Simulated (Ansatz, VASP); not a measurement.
Rb in VASP and in Ansatz

File POSCAR:

```
Rb
1.0
   -2.8108978335      2.8108978335      2.8108978335
    2.8108978335     -2.8108978335      2.8108978335
    2.8108978335      2.8108978335     -2.8108978335
Rb
1
Direct
    0.0000000000      0.0000000000      0.0000000000
```

Contents of INCAR.step1:

```
ALGO     = Normal         # electronic algorithm
EDIFF    = 1E-4           # SCF threshold, eV
ENCUT    = 520            # plane-wave cutoff, eV
GGA      = PE             # functional
ISMEAR   = 0              # smearing method
LASPH    = True           # aspherical terms in the spheres
LCHARG   = False          # write CHGCAR
LREAL    = False          # projectors in reciprocal space
LWAVE    = True           # write WAVECAR
NBANDS   = 10             # bands
NELM     = 100            # most SCF steps
PREC     = Accurate       # precision mode
SIGMA    = 0.1            # smearing width, eV
```

File INCAR.step2:

```
ALGO     = Normal         # electronic algorithm
BPARAM   = 11.95        
CPARAM   = 0.0093       
EDIFF    = 1E-6           # SCF threshold, eV
ENCUT    = 520            # plane-wave cutoff, eV
ISIF     = 2              # what is computed and relaxed
ISMEAR   = 0              # smearing method
ISTART   = 1            
IVDW_NL  = 2            
LASPH    = True           # aspherical terms in the spheres
LCHARG   = False          # write CHGCAR
LMIXTAU  = True         
LREAL    = False          # projectors in reciprocal space
LUSE_VDW = True         
LWAVE    = False          # write WAVECAR
METAGGA  = R2SCAN         # meta-GGA
NBANDS   = 10             # bands
NELM     = 100            # most SCF steps
PREC     = Accurate       # precision mode
SIGMA    = 0.1            # smearing width, eV
```

The input KPOINTS:

```
k-points
0
Gamma
  10 10 10
```

Input for Ansatz:

```yaml
crystal:
  lattice:
    - [-2.8108978335, 2.8108978335, 2.8108978335]
    - [2.8108978335, -2.8108978335, 2.8108978335]
    - [2.8108978335, 2.8108978335, -2.8108978335]
  atoms:
    - { symbol: Rb, position: [0.0, 0.0, 0.0] }
basis:
  ecutwfc: 500
kpoints:
  mp_grid: { grid: [10, 10, 10] }
hamiltonian:
  xc: r2scan
  dispersion: rvv10
  pseudopotentials: { kind: paw }
scf:
  occupations: { method: gaussian, width: 0.1 }
output:
  forces: true
  stress: true
  eigenvalues: true
```

Alike in both runs: task single point; functional r2SCAN; dispersion rVV10; k mesh 10 × 10 × 10; occupations gaussian, width 0.1 eV; no spin polarisation.

|  | VASP | Ansatz |
| --- | --- | --- |
| version | VASP 6.6.1 | Ansatz 0.2.0 |
| potentials or method | VASP PAW PBE potentials, release 64 (Rb_sv), cutoff 520 eV | scalar-relativistic, plane waves, PAW |
| valence electrons in the cell | 9 | 9 |

```csv
,VASP,Ansatz,Ansatz less VASP
gap on the k mesh at the Fermi level (eV),none,none,-
pressure (GPa),0.1,0.1,-0.01
```

VASP's potentials were made for PBE, not for r2SCAN. A gap of «none» marks a metal or a gap that the smearing closes.
